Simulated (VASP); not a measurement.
# AlN (Fm-3m) in VASP: further runs

The runs below take AlN through electric field gradients, with LDA.

Everything below comes from runs of VASP 6.6.1. Logs are shortened: lines on timing, memory, paths and dates and some standing lists are left out, and cuts for length are marked.

## (1) The cell of the first run

The structure is cubic, space group Fm-3m (No. 225). The conventional cell has a = 3.903 Å, b = 3.903 Å, c = 3.903 Å, α = 90.00°, β = 90.00°, γ = 90.00°. Within 2.6 Å of Al (site symmetry m-3m) lie 6 N at 1.95 Å. N (site symmetry m-3m) has 6 Al at 1.95 Å within 2.6 Å.

## (2) Electric field gradients, LDA (volume scaled by 0.96)

INCAR reads:

```
SYSTEM = AlN
PREC = Accurate
ENCUT = 520
EDIFF = 1E-8
ISMEAR = -1
SIGMA = 0.01
LREAL = .False.
LASPH = .True.
NELM = 80
ALGO = Normal
ISIF = 2
LWAVE = .False.
LCHARG = .False.
LEFG = .True.
NBANDS = 11
```

KPOINTS reads:

```
Automatic mesh
0
Gamma
  12 12 12
  0 0 0
```

POSCAR reads:

```
AlN
1.0
    0.0000000000      1.9512669932      1.9512669932
    1.9512669932      0.0000000000      1.9512669932
    1.9512669932      1.9512669932      0.0000000000
Al N
1 1
Direct
    0.0000000000      0.0000000000      0.0000000000
    0.5000000000      0.5000000000      0.5000000000
```

Potentials or basis: VASP PAW LDA potentials, release 64 (Al, N).

The run is started by

```bash
> cat potpaw_LDA.64/Al/POTCAR potpaw_LDA.64/N/POTCAR > POTCAR
> mpirun -np 1 vasp_std > vasp.out
```

OUTCAR:

```text
SYSTEM = AlN
   PREC = Accurate
   ENCUT = 520
   EDIFF = 1E-8
   ISMEAR = -1
   LREAL = .False.
   LASPH = .True.
   NELM = 80
   ISIF = 2

 ion  position               nearest neighbor table
   1  0.000  0.000  0.000-   2 1.95   2 1.95   2 1.95   2 1.95   2 1.95   2 1.95
   2  0.500  0.500  0.500-   1 1.95   1 1.95   1 1.95   1 1.95   1 1.95   1 1.95

  LATTYP: Found a face centered cubic cell.
 ALAT       =     3.9025339864

  Lattice vectors:

 A1 = (   0.0000000000,   1.9512669932,   1.9512669932)
 A2 = (   1.9512669932,   0.0000000000,   1.9512669932)
 A3 = (   1.9512669932,   1.9512669932,   0.0000000000)

Analysis of symmetry for initial positions (statically):
=====================================================================
 Subroutine PRICEL returns:
 Original cell was already a primitive cell.

 Routine SETGRP: Setting up the symmetry group for a
 face centered cubic supercell.

 Subroutine GETGRP returns: Found 48 space group operations
 (whereof 48 operations were pure point group operations)
 out of a pool of 48 trial point group operations.

The static configuration has the point symmetry O_h .

Analysis of symmetry for dynamics (positions and initial velocities):
=====================================================================
 Subroutine PRICEL returns:
 Original cell was already a primitive cell.

 Routine SETGRP: Setting up the symmetry group for a
 face centered cubic supercell.

 Subroutine GETGRP returns: Found 48 space group operations
 (whereof 48 operations were pure point group operations)
 out of a pool of 48 trial point group operations.

The dynamic configuration has the point symmetry O_h .

 Subroutine INISYM returns: Found 48 space group operations
 (whereof 48 operations are pure point group operations),
 and found     1 'primitive' translations

----------------------------------------------------------------------------------------

                                     Primitive cell

  volume of cell :      14.8587

  direct lattice vectors                    reciprocal lattice vectors
     0.000000000  1.951266993  1.951266993    -0.256243765  0.256243765  0.256243765
     1.951266993  0.000000000  1.951266993     0.256243765 -0.256243765  0.256243765
     1.951266993  1.951266993  0.000000000     0.256243765  0.256243765 -0.256243765

  length of vectors
     2.759508246  2.759508246  2.759508246     0.443827219  0.443827219  0.443827219

  position of ions in fractional coordinates (direct lattice)
     0.000000000  0.000000000  0.000000000
     0.500000000  0.500000000  0.500000000

  ion indices of the primitive-cell ions
   primitive index   ion index
                 1           1
                 2           2

----------------------------------------------------------------------------------------

 KPOINTS: Automatic mesh

Automatic generation of k-mesh.
 Grid dimensions read from file:
 generate k-points for:   12   12   12

 Generating k-lattice:

  Cartesian coordinates                     Fractional coordinates (reciprocal lattice)
    -0.021353647  0.021353647  0.021353647     0.083333333  0.000000000  0.000000000
     0.021353647 -0.021353647  0.021353647     0.000000000  0.083333333  0.000000000
     0.021353647  0.021353647 -0.021353647     0.000000000  0.000000000  0.083333333

  Length of vectors
     0.036985602  0.036985602  0.036985602

  Shift w.r.t. Gamma in fractional coordinates (k-lattice)
     0.000000000  0.000000000  0.000000000

 Subroutine IBZKPT returns following result:
 ===========================================

 Found     72 irreducible k-points:

 Following reciprocal coordinates:
            Coordinates               Weight
  0.000000  0.000000  0.000000      1.000000
  0.083333  0.000000  0.000000      8.000000
  0.166667  0.000000  0.000000      8.000000
  0.250000  0.000000  0.000000      8.000000
  0.333333  0.000000  0.000000      8.000000
  0.416667  0.000000  0.000000      8.000000
[... 16 lines left out ...]
  0.500000  0.166667  0.000000     24.000000
 -0.416667  0.166667  0.000000     24.000000
 [... further k-points ...]
   k-points           NKPTS =     72   k-points in BZ     NKDIM =     72   number of bands    NBANDS=     11
   number of dos      NEDOS =    301   number of ions     NIONS =      2
   total plane-waves  NPLWV =  13824
   dimension x,y,z NGX =    24 NGY =   24 NGZ =   24
   dimension x,y,z NGXF=    48 NGYF=   48 NGZF=   48
   ions per type =               1   1
   NGX,Y,Z   is equivalent  to a cutoff of  14.46, 14.46, 14.46 a.u.
   NGXF,Y,Z  is equivalent  to a cutoff of  28.92, 28.92, 28.92 a.u.
 SYSTEM =  AlN
   PREC   = accura    normal or accurate (medium, high low for compatibility)
   ISTART =      0    job   : 0-new  1-cont  2-samecut
   ICHARG =      2    charge: 1-file 2-atom 10-const
   ISPIN  =      1    spin polarized calculation?
   LNONCOLLINEAR =      F non collinear calculations
   LSORBIT =      F    spin-orbit coupling
   LASPH  =      T    aspherical Exc in radial PAW
   ENCUT  =  520.0 eV  38.22 Ry    6.18 a.u.   5.13  5.13  5.13*2*pi/ulx,y,z
   NELM   =     80;   NELMIN=  2; NELMDL= -5     # of ELM steps
   EDIFF  = 0.1E-07   stopping-criterion for ELM
   LREAL  =      F    real-space projection
   EDIFFG = 0.1E-06   stopping-criterion for IOM
   NSW    =      0    number of steps for IOM
   IBRION =     -1    ionic relax: 0-MD 1-quasi-New 2-CG
   NFREE  =      0    steps in history (QN), initial steepest desc. (CG)
   ISIF   =      2    stress and relaxation
   ISYM   =      2    0-nonsym 1-usesym 2-fastsym
   POTIM  = 0.5000    time-step for ionic-motion
   TEBEG  =    0.0;   TEEND  =   0.0 temperature during run
   PSTRESS=    0.0 pullay stress
   NELECT =       8.0000    total number of electrons
   NUPDOWN=      -1.0000    fix difference up-down
   EMIN   =  10.00;   EMAX   =-10.00  energy-range for DOS
   EFERMI =   0.00;   METHOD = LEGACY
   ISMEAR =    -1;   SIGMA  =   0.01  broadening in eV -4-tet -1-fermi 0-gaus
   EFERMI_NEDOS =   21; number of points for ismear=-14 and -15
   IALGO  =     38    algorithm
   IMIX   =      4    mixing-type and parameters
     AMIX     =   0.40;   BMIX     =  1.00
     AMIX_MAG =   1.60;   BMIX_MAG =  1.00
  volume/ion in A,a.u.               =       7.43        50.14
  Fermi-wavevector in a.u.,A,eV,Ry     =   1.331818  2.516771 24.133177  1.773739
  Thomas-Fermi vector in A             =   2.460800
   LORBIT       =      0    0 simple, 1 ext, 2 COOP (PROOUT), +10 PAW based schemes
   GGA     = CA    functional components
   LHFCALC =     F    Hartree Fock is set to
   AEXX    =    0.0000 exact exchange contribution
   IVDW    =     0    specifies the selected vdW correction
   LEPSILON=     F    determine dielectric tensor
   LRPA    =     F    only Hartree local field effects (RPA)
 non-spin polarized calculation
  energy-cutoff  :      520.00
  volume of cell :       14.86
 maximum number of plane-waves:       415
 NGX is ok and might be reduce to    24
   NGX = 11   NGY = 11   NGZ = 11

 number of electron       8.0000000 magnetization

 Free energy of the ion-electron system (eV)
  ---------------------------------------------------
  ext. energy  EPLUGINS =         0.00000000
  ---------------------------------------------------
  free energy    TOTEN  =       -16.12389616 eV

  energy without entropy =      -16.12389616  energy(sigma->0) =      -16.12389616

 E-fermi :  11.3931     XC(G=0): -13.0800

 val. band max:       11.1578340553   @ k =   0.0000   0.0000   0.0000
 cond. band min:      16.1375026178   @ k =   0.5000   0.5000   0.0000
 fundamental gap:      4.9796685625
 Fermi energy:        11.3930834030

 k-point     1 :       0.0000    0.0000    0.0000
  band No.  band energies     occupation
      1      -7.2597      2.00000
      2      11.1578      2.00000
      3      11.1578      2.00000
      4      11.1578      2.00000
      5      18.5525      0.00000
      6      23.5022      0.00000
      7      23.5022      0.00000
      8      23.5022      0.00000
      9      29.0267      0.00000
     10      29.5729      0.00000
     11      29.5729      0.00000
[... 309 lines left out ...]
 k-point    24 :      -0.4167    0.1667    0.0000
  band No.  band energies     occupation
      1      -3.1740      2.00000
      2       2.7505      2.00000
      3       7.7708      2.00000
      4       9.5050      2.00000
      5      19.3277      0.00000
      6      21.4164      0.00000
      7      24.0396      0.00000
      8      25.0063      0.00000
      9      30.5929      0.00000
     10      31.8578      0.00000
     11      32.4409      0.00000

 [... further k-points ...]
[... 5 lines left out ...]
  --------------------------------------------------------------------------------------
  -------------------------------------------------------------------------------------
  Total        2.5727658      2.5727658      2.5727658      0.0000000      0.0000000      0.0000000
  in kB      277.4155109    277.4155109    277.4155109      0.0000000      0.0000000      0.0000000
  external PRESSURE =     277.4155109 kB  Pullay stress =       0.0000000 kB

 VOLUME and BASIS-vectors are now :
 -----------------------------------------------------------------------------
  energy-cutoff  :      520.00
  volume of cell :       14.86
      direct lattice vectors                 reciprocal lattice vectors
     0.000000000  1.951266993  1.951266993    -0.256243765  0.256243765  0.256243765
     1.951266993  0.000000000  1.951266993     0.256243765 -0.256243765  0.256243765
     1.951266993  1.951266993  0.000000000     0.256243765  0.256243765 -0.256243765

 POSITION                                       TOTAL-FORCE (eV/Angst)
 -----------------------------------------------------------------------------------
      0.00000      0.00000      0.00000         0.000000     -0.000000      0.000000
      1.95127      1.95127      1.95127        -0.000000      0.000000     -0.000000
 -----------------------------------------------------------------------------------
    total drift:                               -0.000000     -0.000000      0.000000

  FREE ENERGIE OF THE ION-ELECTRON SYSTEM (eV)
  ---------------------------------------------------
  free  energy   TOTEN  =       -16.1238961594 eV

  energy  without entropy=      -16.1238961594  energy(sigma->0) =      -16.12389616

 Electric field gradients (V/A^2)
---------------------------------------------------------------------
 ion       V_xx      V_yy      V_zz      V_xy      V_xz      V_yz
---------------------------------------------------------------------
   1       0.000    -0.000     0.000     0.000     0.000     0.000
   2       0.000     0.000    -0.000     0.000     0.000     0.000
---------------------------------------------------------------------

 Electric field gradients after diagonalization (V/A^2)
 (convention: |V_zz| > |V_xx| > |V_yy|)
----------------------------------------------------------------------
 ion       V_xx      V_yy      V_zz     asymmetry (V_yy - V_xx)/ V_zz
----------------------------------------------------------------------
   1      -0.000    -0.000     0.000       0.000
   2      -0.000    -0.000     0.000       0.000
----------------------------------------------------------------------

           NMR quadrupolar parameters

 Cq : quadrupolar parameter    Cq=e*Q*V_zz/h
 eta: asymmetry parameters     (V_yy - V_xx)/ V_zz
 Q  : nuclear electric quadrupole moment in mb (millibarn)
----------------------------------------------------------------------
 ion       Cq(MHz)       eta       Q (mb)
----------------------------------------------------------------------
   1       0.000       0.000       1.000
   2       0.000       0.000       1.000
----------------------------------------------------------------------
```

Wall time 5.9 s (1 thread of Intel Xeon Platinum 8488C (Sapphire Rapids), shared host); peak memory 0.13 GiB.

Results:

* Free energy: -16.1239 eV
* Pressure: 27.7 GPa
* Band gap on the k mesh: 4.98 eV, indirect (least direct gap 7.39 eV)

Levels at points of the mesh, in eV from the valence-band top:
```tsv
k point	band 1	band 2	band 3	band 4	band 5	band 6	band 7	band 8	band 9
(0.00, 0.00, 0.00)	-18.42	0.00	0.00	0.00	7.39	12.34	12.34	12.34	17.87
(0.50, 0.00, 0.00)	-14.64	-9.06	-1.30	-1.30	6.82	11.68	11.68	14.71	17.11
(0.50, 0.50, 0.00)	-13.47	-8.16	-3.10	-3.10	4.98	5.53	15.23	18.71	18.71
```

Caveat: without QUAD_EFG the Cq values of the log hold for a quadrupole moment of 1 mb, not for the nuclei. A k mesh can miss the band edges.

## (3) Electric field gradients, LDA (volume scaled by 0.99)

INCAR: that of step 2 with these lines changed.

```diff
@@ -13,2 +13,3 @@
 LCHARG = .False.
+GGA = CA
 LEFG = .True.
```

KPOINTS is that of step 2.

POSCAR reads:

```
AlN
1.0
    0.0000000000      1.9713845660      1.9713845660
    1.9713845660      0.0000000000      1.9713845660
    1.9713845660      1.9713845660      0.0000000000
Al N
1 1
Direct
    0.0000000000      0.0000000000      0.0000000000
    0.5000000000      0.5000000000      0.5000000000
```

Potentials or basis: VASP PAW LDA potentials, release 64 (Al, N).

The run is started by

```bash
> cat potpaw_LDA.64/Al/POTCAR potpaw_LDA.64/N/POTCAR > POTCAR
> mpirun -np 1 vasp_std > vasp.out
```

OUTCAR:

```text
SYSTEM = AlN
   PREC = Accurate
   ENCUT = 520
   EDIFF = 1E-8
   ISMEAR = -1
   LREAL = .False.
   LASPH = .True.
   NELM = 80
   ISIF = 2
   GGA = CA

 ion  position               nearest neighbor table
   1  0.000  0.000  0.000-   2 1.97   2 1.97   2 1.97   2 1.97   2 1.97   2 1.97
   2  0.500  0.500  0.500-   1 1.97   1 1.97   1 1.97   1 1.97   1 1.97   1 1.97

  LATTYP: Found a face centered cubic cell.
 ALAT       =     3.9427691320

  Lattice vectors:

 A1 = (   0.0000000000,   1.9713845660,   1.9713845660)
[... 549 lines left out ...]
  ---------------------------------------------------
  free  energy   TOTEN  =       -16.1881430057 eV

  energy  without entropy=      -16.1881430057  energy(sigma->0) =      -16.18814301

 Electric field gradients (V/A^2)
---------------------------------------------------------------------
 ion       V_xx      V_yy      V_zz      V_xy      V_xz      V_yz
---------------------------------------------------------------------
   1      -0.000     0.000    -0.000     0.000     0.000     0.000
   2       0.000    -0.000    -0.000     0.000     0.000     0.000
---------------------------------------------------------------------

 Electric field gradients after diagonalization (V/A^2)
 (convention: |V_zz| > |V_xx| > |V_yy|)
----------------------------------------------------------------------
 ion       V_xx      V_yy      V_zz     asymmetry (V_yy - V_xx)/ V_zz
----------------------------------------------------------------------
   1      -0.000    -0.000     0.000       0.000
   2      -0.000    -0.000     0.000       0.000
----------------------------------------------------------------------

           NMR quadrupolar parameters

 Cq : quadrupolar parameter    Cq=e*Q*V_zz/h
 eta: asymmetry parameters     (V_yy - V_xx)/ V_zz
 Q  : nuclear electric quadrupole moment in mb (millibarn)
----------------------------------------------------------------------
 ion       Cq(MHz)       eta       Q (mb)
----------------------------------------------------------------------
   1       0.000       0.000       1.000
   2       0.000       0.000       1.000
----------------------------------------------------------------------
```

OSZICAR:

```text
N       E                     dE             d eps       ncg     rms          rms(c)
DAV:   1     0.479866867700E+01    0.47987E+01   -0.41207E+03  1696   0.623E+02
DAV:   2    -0.176689821769E+02   -0.22468E+02   -0.21175E+02  1912   0.123E+02
DAV:   3    -0.181548212641E+02   -0.48584E+00   -0.48515E+00  1902   0.151E+01
DAV:   4    -0.181562496260E+02   -0.14284E-02   -0.14283E-02  1737   0.979E-01
DAV:   5    -0.181562570548E+02   -0.74288E-05   -0.74288E-05  1869   0.675E-02    0.803E+00
DAV:   6    -0.162527062150E+02    0.19036E+01   -0.79567E+00  1659   0.150E+01    0.293E+00
DAV:   7    -0.162071208472E+02    0.45585E-01   -0.15396E-01  1806   0.266E+00    0.180E+00
DAV:   8    -0.161882361409E+02    0.18885E-01   -0.12306E-02  1653   0.103E+00    0.264E-01
DAV:   9    -0.161881426947E+02    0.93446E-04   -0.48774E-04  1818   0.129E-01    0.154E-01
DAV:  10    -0.161881432882E+02   -0.59348E-06   -0.17322E-05  1716   0.303E-02    0.228E-02
DAV:  11    -0.161881430129E+02    0.27528E-06   -0.43577E-07  1812   0.482E-03    0.451E-03
DAV:  12    -0.161881430057E+02    0.72686E-08   -0.34648E-08  1737   0.133E-03
   1 F= -.16188143E+02 E0= -.16188143E+02  d E =-.865578E-13
```

stdout:

```text
POSCAR found type information on POSCAR AlN
 POSCAR found :  2 types and       2 ions
 scaLAPACK will be used
 LDA part: xc-table for (Slater(with rela. corr.)+CA(PZ))
 , standard interpolation
 POSCAR, INCAR and KPOINTS ok, starting setup
 FFT: planning ... GRIDC
 FFT: planning ... GRID_SOFT
 FFT: planning ... GRID
 WAVECAR not read
 entering main loop
ion   1

ion   2
```

Run time: 5.9 s. Hardware: 1 thread of Intel Xeon Platinum 8488C (Sapphire Rapids), shared host; peak memory 0.13 GiB.

Results:

```yaml
Free_energy: -16.1881 eV
Pressure: 16.6 GPa
Band_gap_on_the_k_mesh: 5.05 eV, indirect (least direct gap 6.91 eV)
```

Caveat: without QUAD_EFG the Cq values of the log hold for a quadrupole moment of 1 mb, not for the nuclei.

(Continued in part 2 of 2.)
